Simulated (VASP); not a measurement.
A run of VASP 6.6.1:

Contents of INCAR:

```
  ALGO = Normal
  EDIFF = 1E-6
  ENCUT = 520
  GGA = PE
  ISIF = 2
  ISMEAR = 0
  LASPH = True
  LCHARG = False
  LREAL = False
  LWAVE = False
  NBANDS = 24
  NELM = 100
  PREC = Accurate
  SIGMA = 0.01
```

KPOINTS

```
k-points
0
Gamma
  6 6 4
```

Contents of POSCAR:

```
KI
1.0
    6.0911065587      0.0000000000      0.0000000000
   -3.0455532794      5.2750530170      0.0000000000
    0.0000000000      0.0000000000      7.1175075049
K I
2 2
Direct
    0.3333333333      0.6666666667     -0.0625007815
    0.6666666667      0.3333333333      0.4374992185
    0.3333333333      0.6666666667      0.4375007815
    0.6666666667      0.3333333333      0.9375007815
```

Potentials or basis: VASP PAW PBE potentials, release 64 (K_sv, I).

Command:

```console
$ cat potpaw_PBE.64/K_sv/POTCAR potpaw_PBE.64/I/POTCAR > POTCAR
$ mpirun -np 1 vasp_std > vasp.out
```

Hardware: 1 thread of Oxide Virtual Turin-like Processor, on a shared host.

Q: How long does it take, and how much memory?

A: Run time: 2.9 min on 1 thread of Oxide Virtual Turin-like Processor, on a shared host, peak memory 0.34 GiB. Counts: scf iterations 15, k points 21.
